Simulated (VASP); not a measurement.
# GaP (F-43m) in VASP: a series of runs

GaP is run at these levels: LDA, PBE+D3(BJ), PBE; tasks: single point.

All numbers are computed with VASP 6.6.1; they aren't measurements. Logs are shortened: lines on timing, memory, paths and dates and some standing lists are left out, and cuts for length are marked.

**Experimental background.**

“Stacking defects in GaP nanowires: Electronic structure and optical properties”, 2018, arxiv:1810.01194 quotes, for a bulk crystal of GaP at 10 K: band gap 2.34 eV (indirect).

How close the calculation comes is told below.

### Step 1. The cell of the first run

It takes space group F-43m (No. 216, cubic). Conventional cell: a = 5.318 Å, b = 5.318 Å, c = 5.318 Å, α = 90.00°, β = 90.00°, γ = 90.00°. Ga (site symmetry -43m) has 4 P at 2.30 Å within 3.0 Å. Within 3.0 Å of P (site symmetry -43m) lie 4 Ga at 2.30 Å.

### Step 2. Single point, LDA (volume scaled by 0.96)

The input, INCAR:

```
PREC = Accurate
ENCUT = 520
EDIFF = 1E-6
ISMEAR = 0
SIGMA = 0.05
LREAL = F
LASPH = T
NELM = 80
ALGO = Normal
ISIF = 2
LWAVE = F
LCHARG = F
NBANDS = 16
```

The input, KPOINTS:

```
regular mesh
0
Gamma
  8 8 8
```

The input, POSCAR:

```
GaP
1.0
    0.0000000000      2.6591476053      2.6591476053
    2.6591476053      0.0000000000      2.6591476053
    2.6591476053      2.6591476053      0.0000000000
Ga P
1 1
Direct
    0.0000000000      0.0000000000      0.0000000000
    0.7500000000      0.7500000000      0.7500000000
```

Potentials or basis: VASP PAW LDA potentials, release 64 (Ga_d, P).

Run with:

```console
$ cat potpaw_LDA.64/Ga_d/POTCAR potpaw_LDA.64/P/POTCAR > POTCAR
$ mpirun -np 1 vasp_std > vasp.out
```

OUTCAR:

```text
PREC = Accurate
   ENCUT = 520
   EDIFF = 1E-6
   ISMEAR = 0
   LREAL = F
   LASPH = T
   NELM = 80
   ISIF = 2

 ion  position               nearest neighbor table
   1  0.000  0.000  0.000-   2 2.30   2 2.30   2 2.30   2 2.30
   2  0.750  0.750  0.750-   1 2.30   1 2.30   1 2.30   1 2.30

  LATTYP: Found a face centered cubic cell.
 ALAT       =     5.3182952106

  Lattice vectors:

 A1 = (   0.0000000000,   2.6591476053,   2.6591476053)
 A2 = (   2.6591476053,   0.0000000000,   2.6591476053)
 A3 = (   2.6591476053,   2.6591476053,   0.0000000000)

Analysis of symmetry for initial positions (statically):
=====================================================================
 Subroutine PRICEL returns:
 Original cell was already a primitive cell.

 Routine SETGRP: Setting up the symmetry group for a
 face centered cubic supercell.

 Subroutine GETGRP returns: Found 24 space group operations
 (whereof 24 operations were pure point group operations)
 out of a pool of 48 trial point group operations.

The static configuration has the point symmetry T_d .

Analysis of symmetry for dynamics (positions and initial velocities):
=====================================================================
 Subroutine PRICEL returns:
 Original cell was already a primitive cell.

 Routine SETGRP: Setting up the symmetry group for a
 face centered cubic supercell.

 Subroutine GETGRP returns: Found 24 space group operations
 (whereof 24 operations were pure point group operations)
 out of a pool of 48 trial point group operations.

The dynamic configuration has the point symmetry T_d .

 Subroutine INISYM returns: Found 24 space group operations
 (whereof 24 operations are pure point group operations),
 and found     1 'primitive' translations

----------------------------------------------------------------------------------------

                                     Primitive cell

  volume of cell :      37.6060

  direct lattice vectors                    reciprocal lattice vectors
     0.000000000  2.659147605  2.659147605    -0.188030179  0.188030179  0.188030179
     2.659147605  0.000000000  2.659147605     0.188030179 -0.188030179  0.188030179
     2.659147605  2.659147605  0.000000000     0.188030179  0.188030179 -0.188030179

  length of vectors
     3.760602608  3.760602608  3.760602608     0.325677823  0.325677823  0.325677823

  position of ions in fractional coordinates (direct lattice)
     0.000000000  0.000000000  0.000000000
     0.750000000  0.750000000  0.750000000

  ion indices of the primitive-cell ions
   primitive index   ion index
                 1           1
                 2           2

----------------------------------------------------------------------------------------

 KPOINTS: regular mesh

Automatic generation of k-mesh.
 Grid dimensions read from file:
 generate k-points for:    8    8    8

 Generating k-lattice:

  Cartesian coordinates                     Fractional coordinates (reciprocal lattice)
    -0.023503772  0.023503772  0.023503772     0.125000000  0.000000000  0.000000000
     0.023503772 -0.023503772  0.023503772     0.000000000  0.125000000  0.000000000
     0.023503772  0.023503772 -0.023503772     0.000000000  0.000000000  0.125000000

  Length of vectors
     0.040709728  0.040709728  0.040709728

  Shift w.r.t. Gamma in fractional coordinates (k-lattice)
     0.000000000  0.000000000  0.000000000

 Subroutine IBZKPT returns following result:
 ===========================================

 Found     29 irreducible k-points:

 Following reciprocal coordinates:
            Coordinates               Weight
  0.000000  0.000000  0.000000      1.000000
  0.125000  0.000000  0.000000      8.000000
  0.250000  0.000000  0.000000      8.000000
  0.375000  0.000000  0.000000      8.000000
  0.500000  0.000000  0.000000      4.000000
  0.125000  0.125000  0.000000      6.000000
[... 16 lines left out ...]
  0.500000  0.250000  0.125000     48.000000
 -0.375000  0.250000  0.125000     24.000000
 [... further k-points ...]
   k-points           NKPTS =     29   k-points in BZ     NKDIM =     29   number of bands    NBANDS=     16
   number of dos      NEDOS =    301   number of ions     NIONS =      2
   total plane-waves  NPLWV =  21952
   dimension x,y,z NGX =    28 NGY =   28 NGZ =   28
   dimension x,y,z NGXF=    56 NGYF=   56 NGZF=   56
   ions per type =               1   1
   NGX,Y,Z   is equivalent  to a cutoff of  12.38, 12.38, 12.38 a.u.
   NGXF,Y,Z  is equivalent  to a cutoff of  24.76, 24.76, 24.76 a.u.
 SYSTEM =  unknown system
   PREC   = accura    normal or accurate (medium, high low for compatibility)
   ISTART =      0    job   : 0-new  1-cont  2-samecut
   ICHARG =      2    charge: 1-file 2-atom 10-const
   ISPIN  =      1    spin polarized calculation?
   LNONCOLLINEAR =      F non collinear calculations
   LSORBIT =      F    spin-orbit coupling
   LASPH  =      T    aspherical Exc in radial PAW
   ENCUT  =  520.0 eV  38.22 Ry    6.18 a.u.   6.99  6.99  6.99*2*pi/ulx,y,z
   NELM   =     80;   NELMIN=  2; NELMDL= -5     # of ELM steps
   EDIFF  = 0.1E-05   stopping-criterion for ELM
   LREAL  =      F    real-space projection
   EDIFFG = 0.1E-04   stopping-criterion for IOM
   NSW    =      0    number of steps for IOM
   IBRION =     -1    ionic relax: 0-MD 1-quasi-New 2-CG
   NFREE  =      0    steps in history (QN), initial steepest desc. (CG)
   ISIF   =      2    stress and relaxation
   ISYM   =      2    0-nonsym 1-usesym 2-fastsym
   POTIM  = 0.5000    time-step for ionic-motion
   TEBEG  =    0.0;   TEEND  =   0.0 temperature during run
   PSTRESS=    0.0 pullay stress
   NELECT =      18.0000    total number of electrons
   NUPDOWN=      -1.0000    fix difference up-down
   EMIN   =  10.00;   EMAX   =-10.00  energy-range for DOS
   EFERMI =   0.00;   METHOD = LEGACY
   ISMEAR =     0;   SIGMA  =   0.05  broadening in eV -4-tet -1-fermi 0-gaus
   EFERMI_NEDOS =   21; number of points for ismear=-14 and -15
   IALGO  =     38    algorithm
   IMIX   =      4    mixing-type and parameters
     AMIX     =   0.40;   BMIX     =  1.00
     AMIX_MAG =   1.60;   BMIX_MAG =  1.00
  volume/ion in A,a.u.               =      18.80       126.89
  Fermi-wavevector in a.u.,A,eV,Ry     =   1.280599  2.419982 22.312660  1.639934
  Thomas-Fermi vector in A             =   2.413018
   LORBIT       =      0    0 simple, 1 ext, 2 COOP (PROOUT), +10 PAW based schemes
   GGA     = CA    functional components
   LHFCALC =     F    Hartree Fock is set to
   AEXX    =    0.0000 exact exchange contribution
   IVDW    =     0    specifies the selected vdW correction
   LEPSILON=     F    determine dielectric tensor
   LRPA    =     F    only Hartree local field effects (RPA)
 non-spin polarized calculation
 Gauss-broadening in eV      SIGMA  =   0.05
  energy-cutoff  :      520.00
  volume of cell :       37.61
 maximum number of plane-waves:      1036
   NGX = 13   NGY = 13   NGZ = 13

 number of electron      17.9999985 magnetization

 Free energy of the ion-electron system (eV)
  ---------------------------------------------------
  ext. energy  EPLUGINS =         0.00000000
  ---------------------------------------------------
  free energy    TOTEN  =       -10.43032086 eV

  energy without entropy =      -10.43032086  energy(sigma->0) =      -10.43032086

 E-fermi :   5.5729     XC(G=0): -10.4962

 val. band max:        5.2952106513   @ k =   0.0000   0.0000   0.0000
 cond. band min:       6.6361060912   @ k =   0.5000   0.5000   0.0000
 fundamental gap:      1.3408954399
 Fermi energy:         5.5728808041

 k-point     1 :       0.0000    0.0000    0.0000
  band No.  band energies     occupation
      1      -9.5590      2.00000
      2      -9.5590      2.00000
      3      -9.5590      2.00000
      4      -9.4366      2.00000
      5      -9.4366      2.00000
      6      -7.7931      2.00000
[... 8 lines left out ...]
     15      15.1948      0.00000
     16      15.1948      0.00000

 k-point     2 :       0.1250    0.0000    0.0000
  band No.  band energies     occupation
      1      -9.5769      2.00000
      2      -9.5531      2.00000
      3      -9.5531      2.00000
      4      -9.4368      2.00000
      5      -9.4368      2.00000
      6      -7.5701      2.00000
[... 8 lines left out ...]
     15      14.4885      0.00000
     16      15.0760      0.00000

 k-point     3 :       0.2500    0.0000    0.0000
  band No.  band energies     occupation
      1      -9.6149      2.00000
      2      -9.5407      2.00000
      3      -9.5407      2.00000
      4      -9.4352      2.00000
      5      -9.4352      2.00000
      6      -6.9370      2.00000
[... 8 lines left out ...]
     15      14.2922      0.00000
     16      15.1786      0.00000

 k-point     4 :       0.3750    0.0000    0.0000
  band No.  band energies     occupation
      1      -9.6479      2.00000
      2      -9.5313      2.00000
      3      -9.5313      2.00000
      4      -9.4304      2.00000
      5      -9.4304      2.00000
      6      -6.0360      2.00000
[... 8 lines left out ...]
     15      15.5917      0.00000
     16      15.5917      0.00000

 k-point     5 :       0.5000    0.0000    0.0000
  band No.  band energies     occupation
      1      -9.6606      2.00000
      2      -9.5284      2.00000
      3      -9.5284      2.00000
      4      -9.4273      2.00000
      5      -9.4273      2.00000
      6      -5.4570      2.00000
[... 8 lines left out ...]
     15      17.1972      0.00000
     16      17.1972      0.00000

 k-point     6 :       0.1250    0.1250    0.0000
  band No.  band energies     occupation
      1      -9.5877      2.00000
      2      -9.5476      2.00000
      3      -9.5476      2.00000
      4      -9.4421      2.00000
      5      -9.4326      2.00000
      6      -7.4967      2.00000
[... 8 lines left out ...]
     15      15.4478      0.00000
     16      15.4862      0.00000

 k-point     7 :       0.2500    0.1250    0.0000
  band No.  band energies     occupation
      1      -9.6170      2.00000
      2      -9.5371      2.00000
      3      -9.5344      2.00000
      4      -9.4464      2.00000
      5      -9.4288      2.00000
      6      -7.0003      2.00000
[... 8 lines left out ...]
     15      15.4166      0.00000
     16      16.5452      0.00000

 k-point     8 :       0.3750    0.1250    0.0000
  band No.  band energies     occupation
      1      -9.6456      2.00000
      2      -9.5290      2.00000
      3      -9.5237      2.00000
      4      -9.4441      2.00000
      5      -9.4253      2.00000
      6      -6.1711      2.00000
[... 8 lines left out ...]
     15      16.2482      0.00000
     16      16.3445      0.00000

 k-point     9 :       0.5000    0.1250    0.0000
  band No.  band energies     occupation
      1      -9.6610      2.00000
      2      -9.5257      2.00000
      3      -9.5201      2.00000
      4      -9.4364      2.00000
      5      -9.4257      2.00000
      6      -5.3765      2.00000
[... 8 lines left out ...]
     15      17.2001      0.00000
     16      17.5476      0.00000
[... 172 lines left out ...]
 k-point    19 :       0.5000    0.3750    0.0000
  band No.  band energies     occupation
      1      -9.6908      2.00000
      2      -9.4904      2.00000
      3      -9.4834      2.00000
      4      -9.4744      2.00000
      5      -9.4132      2.00000
      6      -4.7031      2.00000
[... 8 lines left out ...]
     15      17.5342      0.00000
     16      18.9488      0.00000

 k-point    20 :      -0.3750    0.3750    0.0000
  band No.  band energies     occupation
      1      -9.6811      2.00000
      2      -9.5028      2.00000
      3      -9.4884      2.00000
      4      -9.4625      2.00000
      5      -9.4214      2.00000
      6      -4.4667      2.00000
[... 8 lines left out ...]
     15      15.8152      0.00000
     16      20.4982      0.00000

 k-point    21 :       0.5000    0.5000    0.0000
  band No.  band energies     occupation
      1      -9.7002      2.00000
      2      -9.4849      2.00000
      3      -9.4771      2.00000
      4      -9.4771      2.00000
      5      -9.4091      2.00000
      6      -4.4367      2.00000
[... 8 lines left out ...]
     15      17.8900      0.00000
     16      18.5531      0.00000

 k-point    22 :       0.3750    0.2500    0.1250
  band No.  band energies     occupation
      1      -9.6415      2.00000
      2      -9.5260      2.00000
      3      -9.5208      2.00000
      4      -9.4513      2.00000
      5      -9.4253      2.00000
      6      -6.3991      2.00000
[... 8 lines left out ...]
     15      16.6561      0.00000
     16      17.9843      0.00000

 k-point    23 :       0.5000    0.2500    0.1250
  band No.  band energies     occupation
      1      -9.6593      2.00000
      2      -9.5218      2.00000
      3      -9.5094      2.00000
      4      -9.4486      2.00000
      5      -9.4255      2.00000
      6      -5.5447      2.00000
[... 8 lines left out ...]
     15      17.0845      0.00000
     16      18.3516      0.00000

 k-point    24 :      -0.3750    0.2500    0.1250
  band No.  band energies     occupation
      1      -9.6658      2.00000
      2      -9.5213      2.00000
      3      -9.5055      2.00000
      4      -9.4440      2.00000
      5      -9.4276      2.00000
      6      -5.0023      2.00000
[... 8 lines left out ...]
     15      17.4305      0.00000
     16      18.1263      0.00000

 [... further k-points ...]
[... 5 lines left out ...]
  --------------------------------------------------------------------------------------
  -------------------------------------------------------------------------------------
  Total        0.9679609      0.9679609      0.9679609     -0.0000000      0.0000000     -0.0000000
  in kB       41.2392792     41.2392792     41.2392792     -0.0000000      0.0000000     -0.0000000
  external PRESSURE =      41.2392792 kB  Pullay stress =       0.0000000 kB

 VOLUME and BASIS-vectors are now :
 -----------------------------------------------------------------------------
  energy-cutoff  :      520.00
  volume of cell :       37.61
      direct lattice vectors                 reciprocal lattice vectors
     0.000000000  2.659147605  2.659147605    -0.188030179  0.188030179  0.188030179
     2.659147605  0.000000000  2.659147605     0.188030179 -0.188030179  0.188030179
     2.659147605  2.659147605  0.000000000     0.188030179  0.188030179 -0.188030179

 POSITION                                       TOTAL-FORCE (eV/Angst)
 -----------------------------------------------------------------------------------
      0.00000      0.00000      0.00000        -0.000000     -0.000000     -0.000000
      3.98872      3.98872      3.98872         0.000000      0.000000      0.000000
 -----------------------------------------------------------------------------------
    total drift:                               -0.000001     -0.000001     -0.000001

  FREE ENERGIE OF THE ION-ELECTRON SYSTEM (eV)
  ---------------------------------------------------
  free  energy   TOTEN  =       -10.4303208550 eV

  energy  without entropy=      -10.4303208550  energy(sigma->0) =      -10.43032086
```

Wall time 23 s (1 thread of Intel Xeon 8259CL, shared host); peak memory 0.15 GiB.

Results:

* Free energy: -10.4303 eV
* Pressure: 4.1 GPa
* Band gap on the k mesh: 1.34 eV, indirect (least direct gap 2.26 eV)

 A k mesh can miss the band edges.

(Part 1 of 2 ends here.)
